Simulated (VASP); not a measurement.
# LiC2 (I-42d) in VASP: a series of runs

Runs on LiC2. Level: PBE. Tasks: single point, relaxation of cell and atoms.

All numbers are computed with VASP 6.6.1; they aren't measurements. Logs are shortened: lines on timing, memory, paths and dates and some standing lists are left out, and cuts for length are marked.

### Step 1. The cell of the first run

It takes space group I-42d (No. 122, tetragonal). The conventional cell has a = 4.265 Å, b = 4.265 Å, c = 6.861 Å, α = 90.00°, β = 90.00°, γ = 90.00°. Within 2.2 Å of Li (site symmetry -4) lie 4 C at 1.68 Å. Within 2.2 Å of C (site symmetry 2) lie 2 Li at 1.68 Å.

### Step 2. Single point, PBE

Input file INCAR:

```
SYSTEM = LiC2
  PREC = Accurate
  ENCUT = 520
  EDIFF = 1E-6
  ISMEAR = 0
  SIGMA = 0.1
  LREAL = .False.
  LASPH = .True.
  NELM = 80
  ALGO = Normal
  ISIF = 2
  LWAVE = .False.
  LCHARG = .False.
  GGA = PE
  NBANDS = 20
```

Input file KPOINTS:

```
Automatic mesh
0
Gamma
  6 6 6
  0 0 0
```

Input file POSCAR:

```
LiC2
1.0
   -2.1326961384      2.1326961384      3.4304141946
    2.1326961384     -2.1326961384      3.4304141946
    2.1326961384      2.1326961384     -3.4304141946
Li C
2 4
Direct
    0.0000000000      0.0000000000      0.0000000000
    0.7500000000      0.2500000000      0.5000000000
    0.3750000000      0.3522000000      0.4772000000
    0.6478000000      0.1250000000      0.0228000000
    0.8750000000      0.8978000000      0.5228000000
    0.1022000000      0.6250000000      0.9772000000
```

Potentials or basis: VASP PAW PBE potentials, release 64 (Li_sv, C).

Launch:

```sh
cat potpaw_PBE.64/Li_sv/POTCAR potpaw_PBE.64/C/POTCAR > POTCAR
mpirun -np 1 vasp_std > vasp.out
```

OUTCAR:

```text
SYSTEM = LiC2
   PREC = Accurate
   ENCUT = 520
   EDIFF = 1E-6
   ISMEAR = 0
   LREAL = .False.
   LASPH = .True.
   NELM = 80
   ISIF = 2
   GGA = PE

 ion  position               nearest neighbor table
   1  0.000  0.000  0.000-   3 1.68   4 1.68   5 1.68   6 1.68
   2  0.750  0.250  0.500-   3 1.68   4 1.68   5 1.68   6 1.68
   3  0.375  0.352  0.477-   1 1.68   2 1.68
   4  0.648  0.125  0.023-   1 1.68   2 1.68
   5  0.875  0.898  0.523-   1 1.68   2 1.68
   6  0.102  0.625  0.977-   1 1.68   2 1.68

  LATTYP: Found a body centered tetragonal cell.
 ALAT       =     4.2653922768
 C/A-ratio  =     1.6084870849

  Lattice vectors:

 A1 = (  -2.1326961384,   2.1326961384,   3.4304141946)
 A2 = (   2.1326961384,  -2.1326961384,   3.4304141946)
 A3 = (   2.1326961384,   2.1326961384,  -3.4304141946)

Analysis of symmetry for initial positions (statically):
=====================================================================
 Subroutine PRICEL returns:
 Original cell was already a primitive cell.

 Routine SETGRP: Setting up the symmetry group for a
 body centered tetragonal supercell.

 Subroutine GETGRP returns: Found  8 space group operations
 (whereof  4 operations were pure point group operations)
 out of a pool of 16 trial point group operations.

The static configuration has the point symmetry S_4 .
 The point group associated with its full space group is D_2d.

Analysis of symmetry for dynamics (positions and initial velocities):
=====================================================================
 Subroutine PRICEL returns:
 Original cell was already a primitive cell.

 Routine SETGRP: Setting up the symmetry group for a
 body centered tetragonal supercell.

 Subroutine GETGRP returns: Found  8 space group operations
 (whereof  4 operations were pure point group operations)
 out of a pool of 16 trial point group operations.

The dynamic configuration has the point symmetry S_4 .
 The point group associated with its full space group is D_2d.

 Subroutine INISYM returns: Found  8 space group operations
 (whereof  4 operations are pure point group operations),
 and found     1 'primitive' translations

----------------------------------------------------------------------------------------

                                     Primitive cell

  volume of cell :      62.4115

  direct lattice vectors                    reciprocal lattice vectors
    -2.132696138  2.132696138  3.430414195     0.000000000  0.234445025  0.145754994
     2.132696138 -2.132696138  3.430414195     0.234445025  0.000000000  0.145754994
     2.132696138  2.132696138 -3.430414195     0.234445025  0.234445025  0.000000000

  length of vectors
     4.567770483  4.567770483  4.567770483     0.276059755  0.276059755  0.331555334

  position of ions in fractional coordinates (direct lattice)
     0.000000000  0.000000000  0.000000000
     0.750000000  0.250000000  0.500000000
     0.375000000  0.352200000  0.477200000
     0.647800000  0.125000000  0.022800000
     0.875000000  0.897800000  0.522800000
     0.102200000  0.625000000  0.977200000

  ion indices of the primitive-cell ions
   primitive index   ion index
                 1           1
                 2           2
                 3           3
                 4           4
                 5           5
                 6           6

----------------------------------------------------------------------------------------

 KPOINTS: Automatic mesh

Automatic generation of k-mesh.
 Grid dimensions read from file:
 generate k-points for:    6    6    6

 Generating k-lattice:

  Cartesian coordinates                     Fractional coordinates (reciprocal lattice)
     0.000000000  0.039074171  0.024292499     0.166666667  0.000000000 -0.000000000
     0.039074171  0.000000000  0.024292499     0.000000000  0.166666667 -0.000000000
     0.039074171  0.039074171  0.000000000     0.000000000  0.000000000  0.166666667

  Length of vectors
     0.046009959  0.046009959  0.055259222

  Shift w.r.t. Gamma in fractional coordinates (k-lattice)
     0.000000000  0.000000000  0.000000000

 Subroutine IBZKPT returns following result:
 ===========================================

 Found     30 irreducible k-points:

 Following reciprocal coordinates:
            Coordinates               Weight
  0.000000  0.000000  0.000000      1.000000
  0.166667 -0.000000  0.000000      8.000000
  0.333333  0.000000  0.000000      8.000000
  0.500000  0.000000  0.000000      4.000000
  0.166667  0.166667  0.000000      8.000000
  0.333333  0.166667  0.000000     16.000000
[... 16 lines left out ...]
 -0.333333 -0.333333  0.166667      8.000000
 -0.166667 -0.333333  0.166667      8.000000
 [... further k-points ...]
   k-points           NKPTS =     30   k-points in BZ     NKDIM =     30   number of bands    NBANDS=     20
   number of dos      NEDOS =    301   number of ions     NIONS =      6
   total plane-waves  NPLWV =  46656
   dimension x,y,z NGX =    36 NGY =   36 NGZ =   36
   dimension x,y,z NGXF=    72 NGYF=   72 NGZF=   72
   ions per type =               2   4
   NGX,Y,Z   is equivalent  to a cutoff of  13.10, 13.10, 13.10 a.u.
   NGXF,Y,Z  is equivalent  to a cutoff of  26.20, 26.20, 26.20 a.u.
 SYSTEM =  LiC2
   PREC   = accura    normal or accurate (medium, high low for compatibility)
   ISTART =      0    job   : 0-new  1-cont  2-samecut
   ICHARG =      2    charge: 1-file 2-atom 10-const
   ISPIN  =      1    spin polarized calculation?
   LNONCOLLINEAR =      F non collinear calculations
   LSORBIT =      F    spin-orbit coupling
   LASPH  =      T    aspherical Exc in radial PAW
   ENCUT  =  520.0 eV  38.22 Ry    6.18 a.u.   8.49  8.49  8.49*2*pi/ulx,y,z
   NELM   =     80;   NELMIN=  2; NELMDL= -5     # of ELM steps
   EDIFF  = 0.1E-05   stopping-criterion for ELM
   LREAL  =      F    real-space projection
   EDIFFG = 0.1E-04   stopping-criterion for IOM
   NSW    =      0    number of steps for IOM
   IBRION =     -1    ionic relax: 0-MD 1-quasi-New 2-CG
   NFREE  =      0    steps in history (QN), initial steepest desc. (CG)
   ISIF   =      2    stress and relaxation
   ISYM   =      2    0-nonsym 1-usesym 2-fastsym
   POTIM  = 0.5000    time-step for ionic-motion
   TEBEG  =    0.0;   TEEND  =   0.0 temperature during run
   PSTRESS=    0.0 pullay stress
   NELECT =      22.0000    total number of electrons
   NUPDOWN=      -1.0000    fix difference up-down
   EMIN   =  10.00;   EMAX   =-10.00  energy-range for DOS
   EFERMI =   0.00;   METHOD = LEGACY
   ISMEAR =     0;   SIGMA  =   0.10  broadening in eV -4-tet -1-fermi 0-gaus
   EFERMI_NEDOS =   21; number of points for ismear=-14 and -15
   IALGO  =     38    algorithm
   IMIX   =      4    mixing-type and parameters
     AMIX     =   0.40;   BMIX     =  1.00
     AMIX_MAG =   1.60;   BMIX_MAG =  1.00
  volume/ion in A,a.u.               =      10.40        70.20
  Fermi-wavevector in a.u.,A,eV,Ry     =   1.156452  2.185377 18.196171  1.337381
  Thomas-Fermi vector in A             =   2.293072
   LORBIT       =      0    0 simple, 1 ext, 2 COOP (PROOUT), +10 PAW based schemes
   GGA     = PE    functional components
   LHFCALC =     F    Hartree Fock is set to
   AEXX    =    0.0000 exact exchange contribution
   IVDW    =     0    specifies the selected vdW correction
   LEPSILON=     F    determine dielectric tensor
   LRPA    =     F    only Hartree local field effects (RPA)
 non-spin polarized calculation
 Gauss-broadening in eV      SIGMA  =   0.10
  energy-cutoff  :      520.00
  volume of cell :       62.41
 maximum number of plane-waves:      1701
 NGX is ok and might be reduce to    36
   NGX = 17   NGY = 17   NGZ = 17

 number of electron      22.0000001 magnetization

 Free energy of the ion-electron system (eV)
  ---------------------------------------------------
  ext. energy  EPLUGINS =         0.00000000
  ---------------------------------------------------
  free energy    TOTEN  =       -15.80872787 eV

  energy without entropy =      -15.77872000  energy(sigma->0) =      -15.79372394

 E-fermi :   1.9674     XC(G=0): -10.0037

 val. band max:        1.9649539308   @ k =  -0.3333   0.1667   0.0000
 cond. band min:       1.9714500884   @ k =  -0.3333  -0.3333   0.1667
 fundamental gap:      0.0064961576
 Fermi energy:         1.9674410660

 k-point     1 :       0.0000    0.0000    0.0000
  band No.  band energies     occupation
      1     -41.9074      2.00000
      2     -41.8337      2.00000
      3      -9.5264      2.00000
      4      -6.0473      2.00000
      5      -6.0473      2.00000
      6      -4.8318      2.00000
[... 12 lines left out ...]
     19      10.4819      0.00000
     20      14.2301      0.00000

 k-point     2 :       0.1667   -0.0000    0.0000
  band No.  band energies     occupation
      1     -41.9038      2.00000
      2     -41.8374      2.00000
      3      -9.3429      2.00000
      4      -6.2652      2.00000
      5      -6.1216      2.00000
      6      -5.0688      2.00000
[... 12 lines left out ...]
     19      11.1890      0.00000
     20      14.6934      0.00000

 k-point     3 :       0.3333    0.0000    0.0000
  band No.  band energies     occupation
      1     -41.8948      2.00000
      2     -41.8462      2.00000
      3      -8.8099      2.00000
      4      -7.0009      2.00000
      5      -6.1373      2.00000
      6      -5.5419      2.00000
[... 12 lines left out ...]
     19      12.9654      0.00000
     20      15.4907      0.00000

 k-point     4 :       0.5000    0.0000    0.0000
  band No.  band energies     occupation
      1     -41.8887      2.00000
      2     -41.8521      2.00000
      3      -8.1058      2.00000
      4      -7.8344      2.00000
      5      -5.9648      2.00000
      6      -5.9226      2.00000
[... 12 lines left out ...]
     19      14.7889      0.00000
     20      15.0598      0.00000

 k-point     5 :       0.1667    0.1667    0.0000
  band No.  band energies     occupation
      1     -41.8982      2.00000
      2     -41.8429      2.00000
      3      -9.0559      2.00000
      4      -6.3897      2.00000
      5      -6.3857      2.00000
      6      -5.4496      2.00000
[... 12 lines left out ...]
     19      12.1778      0.00000
     20      15.1776      0.00000

 k-point     6 :       0.3333    0.1667    0.0000
  band No.  band energies     occupation
      1     -41.8888      2.00000
      2     -41.8520      2.00000
      3      -8.4374      2.00000
      4      -7.1564      2.00000
      5      -6.3356      2.00000
      6      -5.9259      2.00000
[... 12 lines left out ...]
     19      13.8765      0.00000
     20      15.0503      0.00000

 k-point     7 :       0.5000    0.1667    0.0000
  band No.  band energies     occupation
      1     -41.8863      2.00000
      2     -41.8545      2.00000
      3      -8.1078      2.00000
      4      -7.5359      2.00000
      5      -6.2563      2.00000
      6      -6.0337      2.00000
[... 12 lines left out ...]
     19      14.1626      0.00000
     20      15.5356      0.00000
[... 277 lines left out ...]
 k-point    20 :       0.5000    0.5000    0.1667
  band No.  band energies     occupation
      1     -41.8703      2.00000
      2     -41.8703      2.00000
      3      -7.1818      2.00000
      4      -7.1818      2.00000
      5      -6.9958      2.00000
      6      -6.9958      2.00000
[... 12 lines left out ...]
     19      14.5567      0.00000
     20      14.5567      0.00000

 k-point    21 :      -0.3333    0.5000    0.1667
  band No.  band energies     occupation
      1     -41.8796      2.00000
      2     -41.8612      2.00000
      3      -7.7121      2.00000
      4      -7.4396      2.00000
      5      -6.7327      2.00000
      6      -6.4488      2.00000
[... 12 lines left out ...]
     19      14.0365      0.00000
     20      14.2110      0.00000

 k-point    22 :      -0.1667    0.5000    0.1667
  band No.  band energies     occupation
      1     -41.8863      2.00000
      2     -41.8545      2.00000
      3      -8.2203      2.00000
      4      -7.4434      2.00000
      5      -6.2794      2.00000
      6      -6.1177      2.00000
[... 12 lines left out ...]
     19      14.2141      0.00000
     20      14.4317      0.00000

 k-point    23 :      -0.3333   -0.3333    0.1667
  band No.  band energies     occupation
      1     -41.8864      2.00000
      2     -41.8545      2.00000
      3      -8.4397      2.00000
      4      -6.6583      2.00000
      5      -6.6540      2.00000
      6      -6.3596      2.00000
[... 12 lines left out ...]
     19      13.9325      0.00000
     20      13.9344      0.00000

 k-point    24 :      -0.1667   -0.3333    0.1667
  band No.  band energies     occupation
      1     -41.8949      2.00000
      2     -41.8462      2.00000
      3      -8.9195      2.00000
      4      -6.6008      2.00000
      5      -6.2526      2.00000
      6      -5.8333      2.00000
[... 12 lines left out ...]
     19      12.8908      0.00000
     20      14.4555      0.00000

 [... further k-points ...]

------------------------ aborting loop because EDIFF is reached ----------------------------------------

  FORCE on cell =-STRESS in cart. coord.  units (eV):
  Direction    XX          YY          ZZ          XY          YZ          ZX
  --------------------------------------------------------------------------------------
  -------------------------------------------------------------------------------------
  Total       10.0391881     10.0391881      2.1170431      0.0000000      0.0000000      0.0000000
  in kB      257.7179444    257.7179444     54.3470232      0.0000000      0.0000000      0.0000000
  external PRESSURE =     189.9276373 kB  Pullay stress =       0.0000000 kB

 VOLUME and BASIS-vectors are now :
 -----------------------------------------------------------------------------
  energy-cutoff  :      520.00
  volume of cell :       62.41
      direct lattice vectors                 reciprocal lattice vectors
    -2.132696138  2.132696138  3.430414195     0.000000000  0.234445025  0.145754994
     2.132696138 -2.132696138  3.430414195     0.234445025  0.000000000  0.145754994
     2.132696138  2.132696138 -3.430414195     0.234445025  0.234445025  0.000000000

 POSITION                                       TOTAL-FORCE (eV/Angst)
 -----------------------------------------------------------------------------------
      0.00000      0.00000      0.00000         0.000000     -0.000000      0.000000
      0.00000      2.13270      1.71521         0.000000     -0.000000      0.000000
      0.96910      1.06635      0.85760         3.896625     -0.000000     -0.000000
     -1.06635      1.16360      2.57281         0.000000     -3.896625      0.000000
      1.16360      1.06635      4.28802        -3.896625     -0.000000      0.000000
      3.19904      0.96910     -0.85760         0.000000      3.896625     -0.000000
 -----------------------------------------------------------------------------------
    total drift:                                0.000003      0.000003      0.000002

  FREE ENERGIE OF THE ION-ELECTRON SYSTEM (eV)
  ---------------------------------------------------
  free  energy   TOTEN  =       -15.8087278745 eV

  energy  without entropy=      -15.7787200044  energy(sigma->0) =      -15.79372394
```

Wall time 58 s (1 thread of Intel Xeon 8259CL, shared host); peak memory 0.2 GiB.

Results:

```yaml
Free_energy: -15.8087 eV
Largest_force: 3.897 eV/Å
Band_gap_on_the_k_mesh: zero (bands 11 and 12 overlap by 1.41 eV)
```

Forces in eV/Å, atoms in the order of the input:
```
Li   0.000  0.000  0.000
Li   0.000  0.000  0.000
C    3.897  0.000  0.000
C    0.000 -3.897  0.000
C   -3.897  0.000  0.000
C    0.000  3.897  0.000
```

Levels at points of the mesh, in eV from the Fermi level:
| k point | band 9 | band 10 | band 11 | band 12 | band 13 | band 14 |
| --- | --- | --- | --- | --- | --- | --- |
| (0.00, 0.00, 0.00) | -1.96 | -1.62 | -1.32 | -0.09 | -0.04 | 0.08 |
| (0.50, 0.00, 0.00) | -1.28 | -1.22 | -0.50 | -0.43 | 0.91 | 1.10 |
| (0.50, 0.50, 0.00) | -0.58 | -0.58 | 0.45 | 0.45 | 1.08 | 1.08 |
| (0.50, 0.50, 0.50) | -0.14 | -0.14 | 0.62 | 0.62 | 0.92 | 0.92 |

Caveat: the cutoff is under 1.25 times the usual one of these potentials, so pressure, stress and relaxed cells hold a basis-set (Pulay) error; forces of over 1 eV/Å act on the atoms, so gaps and moduli don't describe the material at rest.

### Step 3. Relaxation of cell and atoms, PBE

Input file INCAR:

```
SYSTEM = LiC2
ALGO = Normal ; EDIFF = 1E-7
EDIFFG = -0.04 ; ENCUT = 600
GGA = PE ; IBRION = 2
ISIF = 3 ; ISMEAR = 0
LASPH = .TRUE. ; LCHARG = .FALSE.
LREAL = .FALSE. ; LWAVE = .FALSE.
NELM = 80 ; NSW = 90
PREC = Accurate ; SIGMA = 0.1
```

Input file KPOINTS:

```
k-points
0
G
  6 6 6
  0 0 0
```

POSCAR is that of step 2.

Potentials or basis: VASP PAW PBE potentials, release 64 (Li_sv, C).

Launch:

```sh
cat potpaw_PBE.64/Li_sv/POTCAR potpaw_PBE.64/C/POTCAR > POTCAR
mpirun -np 1 vasp_std > vasp.out
```

Run time: 13 min. Hardware: 1 thread of Intel Xeon 8259CL, shared host; peak memory 0.22 GiB.

The run converged. Its results:

* Free energy: -30.0148 eV
* Relaxed volume: 6.52 Å³/atom
* Relaxed cell: a = 3.810 Å, b = 3.810 Å, c = 3.810 Å, α = 119.98°, β = 119.98°, γ = 90.03°
* Space group after relaxing (to 0.1 Å): Fd-3m (No. 227)
* Pressure after relaxing: 0.2 GPa
* Largest force after relaxing: 0.008 eV/Å
* Band gap on the k mesh: zero (bands 11 and 12 overlap by 4.52 eV)

Forces in eV/Å, atoms in the order of the input:
```
Li   0.000  0.000  0.000
Li   0.000  0.000  0.000
C   -0.008  0.000  0.000
C    0.000  0.008  0.000
C    0.008  0.000  0.000
C    0.000 -0.008  0.000
```

Stress tensor (GPa, compression positive):
```
0.08 0.00 0.00
0.00 0.08 0.00
0.00 0.00 0.37
```

Final structure:
```
CELL_PARAMETERS angstrom
-1.90541 1.90541 2.69316
1.90541 -1.90541 2.69316
1.90541 1.90541 -2.69316
ATOMIC_POSITIONS crystal
Li 0.00000 0.00000 0.00000
Li 0.75000 0.25000 0.50000
C 0.37500 0.62520 0.75020
C 0.37480 0.12500 0.74980
C 0.87500 0.62480 0.24980
C 0.37520 0.62500 0.25020
```

Levels at points of the mesh, in eV from the Fermi level:
| k point | band 8 | band 9 | band 10 | band 11 | band 12 | band 13 | band 14 | band 15 |
| --- | --- | --- | --- | --- | --- | --- | --- | --- |
| (0.00, 0.00, 0.00) | -6.61 | -6.61 | -6.61 | -3.62 | -3.61 | 4.95 | 4.95 | 4.97 |
| (0.50, 0.00, 0.00) | -6.31 | -6.30 | -0.01 | -0.01 | 0.73 | 1.32 | 1.33 | 3.40 |
| (0.50, 0.50, 0.00) | -7.40 | 0.19 | 0.19 | 0.39 | 0.39 | 1.90 | 1.90 | 2.63 |
| (0.50, 0.50, 0.50) | -7.40 | 0.19 | 0.19 | 0.39 | 0.39 | 1.91 | 1.91 | 2.64 |

Caveat: the cutoff is under 1.25 times the usual one of these potentials, so pressure, stress and relaxed cells hold a basis-set (Pulay) error; the volume moved by over 15 % at a fixed basis, so the end points are rough.
